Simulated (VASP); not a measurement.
Wanted: the native input for a VASP 6.6.1 run.

* Task: single point
* Functional: LDA
* Potentials or basis: VASP PAW LDA potentials, release 64 (I)
* Cutoff: 520 eV
* k mesh: 13 × 13 × 13
* Occupations: fermi-dirac, width 0.05 eV
* Spin: no spin polarisation
* Dipole correction: no
* Further INCAR settings: ALGO = Normal; EDIFF = 1e-06; NBANDS = 10

The structure of I lies in POSCAR:

```
I
1.0
    2.5236214544      0.0000000000      0.0000000000
    0.0000000000      2.5236214544      0.0000000000
    0.0000000000      0.0000000000      2.5236214544
I
1
Direct
    0.0000000000      0.0000000000      0.0000000000
```

This cell differs from its parent crystal: volume scaled by 0.43, level accurate.

One way to write it, as run:

INCAR

```
SYSTEM = I
PREC = Accurate
ENCUT = 520
EDIFF = 1E-6
ISMEAR = -1
SIGMA = 0.05
LREAL = .FALSE.
LASPH = .TRUE.
NELM = 100
ALGO = Normal
ISIF = 2
LWAVE = .FALSE.
LCHARG = .TRUE.
GGA = CA
LELF = .TRUE.
LVHAR = .TRUE.
NBANDS = 10
```

KPOINTS

```
regular mesh
0
G
  13 13 13
  0 0 0
```

Potentials or basis: VASP PAW LDA potentials, release 64 (I).

Command:

```console
$ cat potpaw_LDA.64/I/POTCAR > POTCAR
$ mpirun -np 1 vasp_std > vasp.out
```

It gave:

The pressure is 172.9 GPa.

Caveat: an odd number of electrons without spin polarisation forces a metal; a magnetic or distorted state may lie lower.

Wall time 4.8 s on 1 thread of Intel Xeon 6975P-C, with other jobs on the host, peak memory 0.12 GiB.
